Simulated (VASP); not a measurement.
BaTiO3:

```
CELL_PARAMETERS angstrom
2.82737 1.63238 2.31839
-2.82737 1.63238 2.31839
0.00000 -3.26476 2.31839
ATOMIC_POSITIONS crystal
Ba 0.00000 0.00000 0.00000
Ti 0.48450 0.48450 0.48450
O 0.50860 0.01750 0.50860
O 0.01750 0.50860 0.50860
O 0.50860 0.50860 0.01750
```

Base run:

* Program: VASP 6.6.1
* Functional: PBE
* Potentials or basis: VASP PAW PBE potentials, release 64 (Ba_sv, Ti_sv, O)
* Cutoff: 520 eV
* k mesh: 5 × 5 × 5
* Occupations: fermi-dirac, width 0.05 eV
* Spin: no spin polarisation

Its results: band gap on the k mesh 2.49 eV (least direct gap 2.78 eV); pressure 6.8 GPa; largest force 0.204 eV/Å.

Question: The run is repeated on the same cell with these changes: k mesh from 5 × 5 × 5 to 4 × 4 × 4; occupations from fermi-dirac, width 0.05 eV to fermi-dirac, width 0.03 eV. What comes out?

Answer: Band gap on the k mesh 2.38 eV (least direct gap 2.78 eV); pressure 6.8 GPa; largest force 0.159 eV/Å.

Caveats: the cell stands under pressure; spin-orbit coupling is left out, which moves the levels of the heavy elements; an odd mesh through Γ misses points on the zone boundary, where band edges can lie (at least some runs).
